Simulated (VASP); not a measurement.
Write the native input for VASP 6.6.1 that does the following.

```
Task                   : relaxation of cell and atoms
Functional             : LDA
Potentials or basis    : VASP PAW LDA potentials, release 64 (Ga_d, P)
Cutoff                 : 600 eV
k mesh                 : 8 × 8 × 8
Occupations            : fermi-dirac, width 0.02 eV
Spin                   : no spin polarisation
Dipole correction      : no
Further INCAR settings : ALGO = Normal; EDIFF = 1e-06; IBRION = 2; EDIFFG = -0.005; NSW = 80; ISIF = 3
```

The structure of GaP lies in POSCAR:

```
GaP
1.0
    0.0000000000      2.7525368039      2.7525368039
    2.7525368039      0.0000000000      2.7525368039
    2.7525368039      2.7525368039      0.0000000000
Ga P
1 1
Direct
    0.0000000000      0.0000000000      0.0000000000
    0.2500000000      0.2500000000      0.2500000000
```

One way to write it, as run:

INCAR

```
SYSTEM = GaP
ALGO = Normal
EDIFF = 1E-6
EDIFFG = -0.005
ENCUT = 600
IBRION = 2
ISIF = 3
ISMEAR = -1
LASPH = .True.
LCHARG = .False.
LREAL = .False.
LWAVE = .False.
NELM = 60
NSW = 80
PREC = Accurate
SIGMA = 0.02
```

KPOINTS

```
k-points
0
Gamma
  8 8 8
  0 0 0
```

Potentials or basis: VASP PAW LDA potentials, release 64 (Ga_d, P).

Launch:

```bash
$ cat potpaw_LDA.64/Ga_d/POTCAR potpaw_LDA.64/P/POTCAR > POTCAR
$ mpirun -np 1 vasp_std > vasp.out
```

Results of the run:

```yaml
Relaxed_volume: 19.61 Å³/atom
Relaxed_cell: a = 3.814 Å, b = 3.814 Å, c = 3.814 Å, α = 60.00°, β = 60.00°, γ = 60.00°
Space_group_after_relaxing_to_0.05_Å: F-43m (No. 216)
Energy_gained_by_relaxing: 19.9 meV/atom
Ionic_steps: 6
Pressure_after_relaxing: 0.0 GPa
Band_gap_on_the_k_mesh: 1.43 eV, indirect (least direct gap 1.90 eV)
```

Run time: 65 s on 1 thread of Intel Xeon 6975P-C, with other jobs on the host, peak memory 0.17 GiB.
